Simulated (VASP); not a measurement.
Set up this calculation in VASP 6.6.1, as the native input.

```yaml
Task: single point
Functional: PBEsol
Potentials_or_basis: VASP PAW PBE potentials, release 64 (Bi_d, Cs_sv, Ag, Br)
Cutoff: 400 eV
k_mesh: 4 × 4 × 4
Occupations: gaussian, width 0.03 eV
Spin: no spin polarisation
Tolerance_level: tight
Purpose: restart
Start: from scratch
Further_INCAR_settings: ALGO = Normal; EDIFF = 1e-06
```

The structure of Cs2AgBiBr6 lies in POSCAR:

```
Cs2AgBiBr6
1.0
    0.0000000000      5.6161000000      5.6161000000
    5.6161000000      0.0000000000      5.6161000000
    5.6161000000      5.6161000000      0.0000000000
Bi Cs Ag Br
1 2 1 6
Direct
    0.0000000000      0.0000000000      0.0000000000
    0.7500000000      0.7500000000      0.7500000000
    0.2500000000      0.2500000000      0.2500000000
    0.5000000000      0.5000000000      0.5000000000
    0.7494500000      0.7494500000      0.2505500000
    0.2505500000      0.2505500000      0.7494500000
    0.7494500000      0.2505500000      0.2505500000
    0.7494500000      0.2505500000      0.7494500000
    0.2505500000      0.7494500000      0.7494500000
    0.2505500000      0.7494500000      0.2505500000
```

The input as run:

INCAR

```
ALGO     = Normal         # electronic algorithm
EDIFF    = 1E-6           # SCF threshold, eV
EFERMI   = MIDGAP       
ENCUT    = 400            # plane-wave cutoff, eV
GGA      = PS             # functional
GGA_COMPAT= False        
ISIF     = 2              # what is computed and relaxed
ISMEAR   = 0              # smearing method
LASPH    = True           # aspherical terms in the spheres
LCHARG   = False          # write CHGCAR
LREAL    = False          # projectors in reciprocal space
LWAVE    = False          # write WAVECAR
NELM     = 120            # most SCF steps
PREC     = Accurate       # precision mode
SIGMA    = 0.03           # smearing width, eV
```

KPOINTS

```
k-points
0
Gamma
  4 4 4
```

Potentials or basis: VASP PAW PBE potentials, release 64 (Bi_d, Cs_sv, Ag, Br).

Launch:

```bash
$ cat potpaw_PBE.64/Bi_d/POTCAR potpaw_PBE.64/Cs_sv/POTCAR potpaw_PBE.64/Ag/POTCAR potpaw_PBE.64/Br/POTCAR > POTCAR
$ mpirun -np 1 vasp_std > vasp.out
```

It gave:

```json
{
 "Pressure": "-0.1 GPa",
 "Largest force": "0.308 eV/Å",
 "Band gap on the k mesh": "1.17 eV (least direct gap 2.39 eV)"
}
```

Caveat: the PAW data sets were made with another functional, which shifts forces and pressure a little; spin-orbit coupling is left out, which moves the levels of the heavy elements.

It took 73 s on 1 thread of Intel(R) Xeon(R) 6975P-C (Granite Rapids), on a shared host, peak memory 0.45 GiB.
